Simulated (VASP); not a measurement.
# BeTe: single point with revPBE+D4

The system is BeTe.

```xyz
2
Lattice="0.0000 2.7505 2.7505 2.7505 0.0000 2.7505 2.7505 2.7505 0.0000" Properties=species:S:1:pos:R:3 pbc="T T T"
Be    0.0000    0.0000    0.0000
Te    4.1257    4.1257    4.1257
```

```json
{"Program": "VASP 6.6.1", "Task": "single point", "Functional": "revPBE", "Dispersion": "D4", "Potentials or basis": "VASP PAW PBE potentials, release 64 (Be, Te)", "Cutoff": "600 eV", "k mesh": "8 × 8 × 8", "Occupations": "gaussian, width 0.05 eV", "Spin": "no spin polarisation"}
```

```json
{"Pressure": "2.9 GPa", "Band gap on the k mesh": "1.85 eV (least direct gap 3.56 eV)", "Dispersion energy per atom": "-0.582 eV"}
```

Levels at points of the mesh, in eV from the valence-band top:
| k point | band 2 | band 3 | band 4 | band 5 | band 6 | band 7 |
| --- | --- | --- | --- | --- | --- | --- |
| (0.00, 0.00, 0.00) | 0.00 | 0.00 | 0.00 | 3.56 | 3.56 | 3.56 |
| (0.50, 0.00, 0.00) | -6.00 | -1.26 | -1.26 | 3.30 | 4.57 | 4.57 |
| (0.50, 0.50, 0.00) | -5.51 | -2.92 | -2.92 | 1.85 | 2.58 | 10.21 |

Run time: 16 s on 1 thread of AMD EPYC 7R13 (shared host), peak memory 0.18 GiB.

Caveat: the PAW data sets were made with another functional, which shifts forces and pressure a little; spin-orbit coupling is left out, which moves the levels of the heavy elements. revPBE gaps usually lie below the measured ones, often by a third to a half.
